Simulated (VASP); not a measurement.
# Ge (Im-3m) in VASP: a series of runs

Ge is run at these levels: PBE; tasks: single point, relaxation of cell and atoms.

Everything below comes from runs of VASP 6.6.1. Logs are shortened: lines on timing, memory, paths and dates and some standing lists are left out, and cuts for length are marked.

## 1. The cell of the first run

It takes space group Im-3m (No. 229, cubic). Conventional cell: a = 3.379 Å, b = 3.379 Å, c = 3.379 Å, α = 90.00°, β = 90.00°, γ = 90.00°. Within 3.9 Å of Ge (site symmetry m-3m) lie 14 Ge at 2.93 to 3.38 Å.

## 2. Single point, PBE

Input file INCAR:

```
PREC     = Accurate       # precision mode
ENCUT    = 520            # plane-wave cutoff, eV
EDIFF    = 1E-6           # SCF threshold, eV
ISMEAR   = -1             # smearing method
SIGMA    = 0.1            # smearing width, eV
LREAL    = F              # projectors in reciprocal space
LASPH    = T              # aspherical terms in the spheres
NELM     = 80             # most SCF steps
ALGO     = Normal         # electronic algorithm
ISIF     = 2              # what is computed and relaxed
LWAVE    = F              # write WAVECAR
LCHARG   = T              # write CHGCAR
GGA      = PE             # functional
LELF     = T              # ELF
LVHAR    = T            
NBANDS   = 13             # bands
```

Input file KPOINTS:

```
Automatic mesh
0
Gamma
  21 21 21
```

Input file POSCAR:

```
Ge
1.0
   -1.6894906679      1.6894906679      1.6894906679
    1.6894906679     -1.6894906679      1.6894906679
    1.6894906679      1.6894906679     -1.6894906679
Ge
1
Direct
    0.0000000000      0.0000000000      0.0000000000
```

Potentials or basis: VASP PAW PBE potentials, release 64 (Ge_d).

Command:

```sh
> cat potpaw_PBE.64/Ge_d/POTCAR > POTCAR
> mpirun -np 1 vasp_std > vasp.out
```

OUTCAR:

```text
PREC = Accurate
   ENCUT = 520
   EDIFF = 1E-6
   ISMEAR = -1
   LREAL = F
   LASPH = T
   NELM = 80
   ISIF = 2
   GGA = PE

 ion  position               nearest neighbor table
   1  0.000  0.000  0.000-

  LATTYP: Found a body centered cubic cell.
 ALAT       =     3.3789813358

  Lattice vectors:

 A1 = (  -1.6894906679,   1.6894906679,   1.6894906679)
 A2 = (   1.6894906679,  -1.6894906679,   1.6894906679)
 A3 = (   1.6894906679,   1.6894906679,  -1.6894906679)

Analysis of symmetry for initial positions (statically):
=====================================================================
 Subroutine PRICEL returns:
 Original cell was already a primitive cell.

 Routine SETGRP: Setting up the symmetry group for a
 body centered cubic supercell.

 Subroutine GETGRP returns: Found 48 space group operations
 (whereof 48 operations were pure point group operations)
 out of a pool of 48 trial point group operations.

The static configuration has the point symmetry O_h .

Analysis of symmetry for dynamics (positions and initial velocities):
=====================================================================
 Subroutine PRICEL returns:
 Original cell was already a primitive cell.

 Routine SETGRP: Setting up the symmetry group for a
 body centered cubic supercell.

 Subroutine GETGRP returns: Found 48 space group operations
 (whereof 48 operations were pure point group operations)
 out of a pool of 48 trial point group operations.

The dynamic configuration has the point symmetry O_h .

 Subroutine INISYM returns: Found 48 space group operations
 (whereof 48 operations are pure point group operations),
 and found     1 'primitive' translations

----------------------------------------------------------------------------------------

                                     Primitive cell

  volume of cell :      19.2898

  direct lattice vectors                    reciprocal lattice vectors
    -1.689490668  1.689490668  1.689490668     0.000000000  0.295947181  0.295947181
     1.689490668 -1.689490668  1.689490668     0.295947181  0.000000000  0.295947181
     1.689490668  1.689490668 -1.689490668     0.295947181  0.295947181  0.000000000

  length of vectors
     2.926283676  2.926283676  2.926283676     0.418532517  0.418532517  0.418532517

  position of ions in fractional coordinates (direct lattice)
     0.000000000  0.000000000  0.000000000

  ion indices of the primitive-cell ions
   primitive index   ion index
                 1           1

----------------------------------------------------------------------------------------

 KPOINTS: Automatic mesh

Automatic generation of k-mesh.
 Grid dimensions read from file:
 generate k-points for:   21   21   21

 Generating k-lattice:

  Cartesian coordinates                     Fractional coordinates (reciprocal lattice)
     0.000000000  0.014092723  0.014092723     0.047619048  0.000000000  0.000000000
     0.014092723  0.000000000  0.014092723     0.000000000  0.047619048  0.000000000
     0.014092723  0.014092723  0.000000000     0.000000000  0.000000000  0.047619048

  Length of vectors
     0.019930120  0.019930120  0.019930120

  Shift w.r.t. Gamma in fractional coordinates (k-lattice)
     0.000000000  0.000000000  0.000000000

 Subroutine IBZKPT returns following result:
 ===========================================

 Found    286 irreducible k-points:

 Following reciprocal coordinates:
            Coordinates               Weight
  0.000000  0.000000  0.000000      1.000000
  0.047619  0.000000  0.000000     12.000000
  0.095238  0.000000  0.000000     12.000000
  0.142857  0.000000  0.000000     12.000000
  0.190476  0.000000  0.000000     12.000000
  0.238095  0.000000  0.000000     12.000000
[... 16 lines left out ...]
  0.142857  0.095238  0.000000     48.000000
  0.190476  0.095238  0.000000     48.000000
 [... further k-points ...]
   k-points           NKPTS =    286   k-points in BZ     NKDIM =    286   number of bands    NBANDS=     13
   number of dos      NEDOS =    301   number of ions     NIONS =      1
   total plane-waves  NPLWV =  13824
   dimension x,y,z NGX =    24 NGY =   24 NGZ =   24
   dimension x,y,z NGXF=    48 NGYF=   48 NGZF=   48
   ions per type =               1
   NGX,Y,Z   is equivalent  to a cutoff of  13.63, 13.63, 13.63 a.u.
   NGXF,Y,Z  is equivalent  to a cutoff of  27.27, 27.27, 27.27 a.u.
 SYSTEM =  unknown system
   PREC   = accura    normal or accurate (medium, high low for compatibility)
   ISTART =      0    job   : 0-new  1-cont  2-samecut
   ICHARG =      2    charge: 1-file 2-atom 10-const
   ISPIN  =      1    spin polarized calculation?
   LNONCOLLINEAR =      F non collinear calculations
   LSORBIT =      F    spin-orbit coupling
   LASPH  =      T    aspherical Exc in radial PAW
   ENCUT  =  520.0 eV  38.22 Ry    6.18 a.u.   5.44  5.44  5.44*2*pi/ulx,y,z
   NELM   =     80;   NELMIN=  2; NELMDL= -5     # of ELM steps
   EDIFF  = 0.1E-05   stopping-criterion for ELM
   LREAL  =      F    real-space projection
   EDIFFG = 0.1E-04   stopping-criterion for IOM
   NSW    =      0    number of steps for IOM
   IBRION =     -1    ionic relax: 0-MD 1-quasi-New 2-CG
   NFREE  =      0    steps in history (QN), initial steepest desc. (CG)
   ISIF   =      2    stress and relaxation
   ISYM   =      2    0-nonsym 1-usesym 2-fastsym
   POTIM  = 0.5000    time-step for ionic-motion
   TEBEG  =    0.0;   TEEND  =   0.0 temperature during run
   PSTRESS=    0.0 pullay stress
   NELECT =      14.0000    total number of electrons
   NUPDOWN=      -1.0000    fix difference up-down
   EMIN   =  10.00;   EMAX   =-10.00  energy-range for DOS
   EFERMI =   0.00;   METHOD = LEGACY
   ISMEAR =    -1;   SIGMA  =   0.10  broadening in eV -4-tet -1-fermi 0-gaus
   EFERMI_NEDOS =   21; number of points for ismear=-14 and -15
   IALGO  =     38    algorithm
   IMIX   =      4    mixing-type and parameters
     AMIX     =   0.40;   BMIX     =  1.00
     AMIX_MAG =   1.60;   BMIX_MAG =  1.00
  volume/ion in A,a.u.               =      19.29       130.17
  Fermi-wavevector in a.u.,A,eV,Ry     =   1.471211  2.780186 29.449302  2.164463
  Thomas-Fermi vector in A             =   2.586375
   LORBIT       =      0    0 simple, 1 ext, 2 COOP (PROOUT), +10 PAW based schemes
   GGA     = PE    functional components
   LHFCALC =     F    Hartree Fock is set to
   AEXX    =    0.0000 exact exchange contribution
   IVDW    =     0    specifies the selected vdW correction
   LEPSILON=     F    determine dielectric tensor
   LRPA    =     F    only Hartree local field effects (RPA)
 non-spin polarized calculation
  energy-cutoff  :      520.00
  volume of cell :       19.29
 maximum number of plane-waves:       539
 NGX is ok and might be reduce to    24
   NGX = 11   NGY = 11   NGZ = 11

 number of electron      13.9999994 magnetization

 Free energy of the ion-electron system (eV)
  ---------------------------------------------------
  ext. energy  EPLUGINS =         0.00000000
  ---------------------------------------------------
  free energy    TOTEN  =        -4.18800739 eV

  energy without entropy =       -4.17136820  energy(sigma->0) =       -4.17968779

 E-fermi :   6.5290     XC(G=0): -11.1910

 val. band max:        6.5165140846   @ k =  -0.4286  -0.4762   0.1905
 cond. band min:       6.5568637141   @ k =   0.2857   0.1905   0.1905
 fundamental gap:      0.0403496295
 Fermi energy:         6.5289597751

 k-point     1 :       0.0000    0.0000    0.0000
  band No.  band energies     occupation
      1     -18.2009      2.00000
      2     -18.2009      2.00000
      3     -18.2009      2.00000
      4     -18.1202      2.00000
      5     -18.1202      2.00000
      6      -6.4274      2.00000
      7      15.4804      0.00000
      8      15.4804      0.00000
      9      15.4804      0.00000
     10      21.3278      0.00000
     11      21.3278      0.00000
     12      21.3278      0.00000
     13      23.3854      0.00000

 k-point     2 :       0.0476    0.0000    0.0000
  band No.  band energies     occupation
      1     -18.2016      2.00000
      2     -18.2001      2.00000
      3     -18.1981      2.00000
      4     -18.1209      2.00000
      5     -18.1203      2.00000
      6      -6.3686      2.00000
      7      14.9981      0.00000
      8      15.2530      0.00000
      9      15.4237      0.00000
     10      20.8497      0.00000
     11      20.9470      0.00000
     12      21.6653      0.00000
     13      22.5687      0.00000

 k-point     3 :       0.0952    0.0000    0.0000
  band No.  band energies     occupation
      1     -18.2034      2.00000
      2     -18.1976      2.00000
      3     -18.1899      2.00000
      4     -18.1229      2.00000
      5     -18.1205      2.00000
      6      -6.1920      2.00000
      7      13.7774      0.00000
      8      14.6921      0.00000
      9      15.2573      0.00000
     10      19.9879      0.00000
     11      20.0147      0.00000
     12      22.2522      0.00000
     13      22.5567      0.00000
[... 305 lines left out ...]
 k-point    23 :       0.1429    0.0952    0.0000
  band No.  band energies     occupation
      1     -18.2066      2.00000
      2     -18.1934      2.00000
      3     -18.1540      2.00000
      4     -18.1299      2.00000
      5     -18.1215      2.00000
      6      -5.3106      2.00000
      7      10.3117      0.00000
      8      12.2789      0.00000
      9      14.0005      0.00000
     10      18.5892      0.00000
     11      19.2547      0.00000
     12      21.7353      0.00000
     13      23.8168      0.00000

 k-point    24 :       0.1905    0.0952    0.0000
  band No.  band energies     occupation
      1     -18.2101      2.00000
      2     -18.1898      2.00000
      3     -18.1378      2.00000
      4     -18.1318      2.00000
      5     -18.1219      2.00000
      6      -4.7837      2.00000
      7       8.7249      0.00000
      8      11.4693      0.00000
      9      13.5617      0.00000
     10      18.0387      0.00000
     11      19.1162      0.00000
     12      21.6784      0.00000
     13      25.0736      0.00000

 [... further k-points ...]

------------------------ aborting loop because EDIFF is reached ----------------------------------------

  FORCE on cell =-STRESS in cart. coord.  units (eV):
  Direction    XX          YY          ZZ          XY          YZ          ZX
  --------------------------------------------------------------------------------------
  -------------------------------------------------------------------------------------
  Total       -0.0103645     -0.0103645     -0.0103645     -0.0000000     -0.0000000     -0.0000000
  in kB       -0.8608585     -0.8608585     -0.8608585     -0.0000000     -0.0000000     -0.0000000
  external PRESSURE =      -0.8608585 kB  Pullay stress =       0.0000000 kB

 VOLUME and BASIS-vectors are now :
 -----------------------------------------------------------------------------
  energy-cutoff  :      520.00
  volume of cell :       19.29
      direct lattice vectors                 reciprocal lattice vectors
    -1.689490668  1.689490668  1.689490668     0.000000000  0.295947181  0.295947181
     1.689490668 -1.689490668  1.689490668     0.295947181  0.000000000  0.295947181
     1.689490668  1.689490668 -1.689490668     0.295947181  0.295947181  0.000000000

 POSITION                                       TOTAL-FORCE (eV/Angst)
 -----------------------------------------------------------------------------------
      0.00000      0.00000      0.00000         0.000000      0.000000      0.000000
 -----------------------------------------------------------------------------------
    total drift:                               -0.000000      0.000000      0.000000

  FREE ENERGIE OF THE ION-ELECTRON SYSTEM (eV)
  ---------------------------------------------------
  free  energy   TOTEN  =        -4.1880073891 eV

  energy  without entropy=       -4.1713682002  energy(sigma->0) =       -4.17968779
```

Run time: 17 s. Hardware: 1 thread of Intel Xeon 6975P-C (Granite Rapids), shared host; peak memory 0.18 GiB.

What came out:

```
Free energy            : -4.1880 eV
Pressure               : -0.1 GPa
Band gap on the k mesh : zero (band 7 reaches 15.48 eV, above the bottom of band 8 at 3.61 eV)
```

Levels at points of the mesh, in eV from the Fermi level:
| k point | band 4 | band 5 | band 6 | band 7 | band 8 | band 9 | band 10 | band 11 |
| --- | --- | --- | --- | --- | --- | --- | --- | --- |
| (0.00, 0.00, 0.00) | -24.65 | -24.65 | -12.96 | 8.95 | 8.95 | 8.95 | 14.80 | 14.80 |

## 3. Relaxation of cell and atoms, PBE, target pressure 390 GPa, at which the enthalpy is minimised

This run uses another cell than the first one, of 8.14 Å³/atom, 0.422 times its volume.

Input file INCAR:

```
SYSTEM = Ge
ALGO = Normal ; EDIFF = 1E-6
EDIFFG = -0.005 ; ENCUT = 600
GGA = PE ; IBRION = 2
ISIF = 3 ; ISMEAR = -1
LASPH = .TRUE. ; LCHARG = .FALSE.
LREAL = .FALSE. ; LWAVE = .FALSE.
NELM = 60 ; NSW = 60
PREC = Accurate ; PSTRESS = 3900.0
SIGMA = 0.1
```

Input file KPOINTS:

```
k-points
0
G
  21 21 21
  0 0 0
```

Input file POSCAR:

```
Ge
1.0
   -1.2672431361      1.2672431361      1.2672431361
    1.2672431361     -1.2672431361      1.2672431361
    1.2672431361      1.2672431361     -1.2672431361
Ge
1
Direct
    0.0000000000      0.0000000000      0.0000000000
```

Potentials or basis: VASP PAW PBE potentials, release 64 (Ge_d).

Command:

```sh
> cat potpaw_PBE.64/Ge_d/POTCAR > POTCAR
> mpirun -np 1 vasp_std > vasp.out
```

It took 82 s on 1 thread of Intel Xeon 6975P-C (Granite Rapids), shared host; peak memory 0.16 GiB.

Results (log left out):

```
Free energy                                            : 1.9007 eV
Relaxed volume                                         : 8.18 Å³/atom
Relaxed cell                                           : a = 2.199 Å, b = 2.199 Å, c = 2.199 Å, α = 109.47°, β = 109.47°, γ = 109.47°
Space group after relaxing (to 0.05 Å)                 : Im-3m (No. 229)
Energy change on relaxing (the enthalpy is what falls) : -104.9 meV/atom
Ionic steps                                            : 25
Pressure after relaxing                                : 390.0 GPa
Band gap on the k mesh                                 : zero (band 7 reaches 41.36 eV, above the bottom of band 8 at 14.90 eV)
```

Step by step:
| step | energy change (eV) | largest force (eV/Å) | pressure (GPa) | volume (Å³) |
| --- | --- | --- | --- | --- |
| 1 | 0.0000 | 0.0000 | 396.29 | 8.14 |
| 2 | -0.8764 | 0.0000 | 338.99 | 8.52 |
| 3 | -0.0995 | 0.0000 | 390.20 | 8.18 |
| 4 | -0.1025 | 0.0000 | 389.77 | 8.18 |
| 5 | -0.0749 | 0.0000 | 391.98 | 8.17 |
| 6 | -0.1009 | 0.0000 | 390.51 | 8.18 |
| 7 | -0.1020 | 0.0000 | 390.38 | 8.18 |
| 8 | -0.1024 | 0.0000 | 390.22 | 8.18 |
| 9 | -0.1024 | 0.0000 | 390.26 | 8.18 |
| 10 | -0.1025 | 0.0000 | 390.27 | 8.18 |
| 11 | -0.1025 | 0.0000 | 390.27 | 8.18 |
| 12 | -0.1025 | 0.0000 | 390.27 | 8.18 |
| 13 | -0.1025 | 0.0000 | 390.27 | 8.18 |
| 14 | -0.1025 | 0.0000 | 390.27 | 8.18 |
| 15 | -0.1025 | 0.0000 | 390.27 | 8.18 |
| 16 | -0.1025 | 0.0000 | 390.27 | 8.18 |
| 17 | -0.1025 | 0.0000 | 390.27 | 8.18 |
| 18 | -0.1025 | 0.0000 | 390.27 | 8.18 |
| 19 | -0.1025 | 0.0000 | 390.27 | 8.18 |
| 20 | -0.1025 | 0.0000 | 390.27 | 8.18 |
| 21 | -0.1025 | 0.0000 | 390.27 | 8.18 |
| 22 | -0.1025 | 0.0000 | 390.27 | 8.18 |
| 23 | -0.1212 | 0.0000 | 389.09 | 8.19 |
| 24 | -0.1068 | 0.0000 | 389.78 | 8.18 |
| 25 | -0.1049 | 0.0000 | 389.98 | 8.18 |

Final structure:
```
Ge
1.0
    -1.26945    1.26945    1.26945
     1.26945   -1.26945    1.26945
     1.26945    1.26945   -1.26945
Ge
1
Direct
  0.00000 0.00000 0.00000
```

Levels at points of the mesh, in eV from the Fermi level:
| k point | band 5 | band 6 | band 7 | band 8 | band 9 | band 10 |
| --- | --- | --- | --- | --- | --- | --- |
| (0.00, 0.00, 0.00) | -26.05 | -23.70 | 21.00 | 21.00 | 21.00 | 22.44 |

Caveat: the cell is relaxed towards a set pressure, so the enthalpy falls and the energy may rise.

(Part 1 of 2 ends here.)
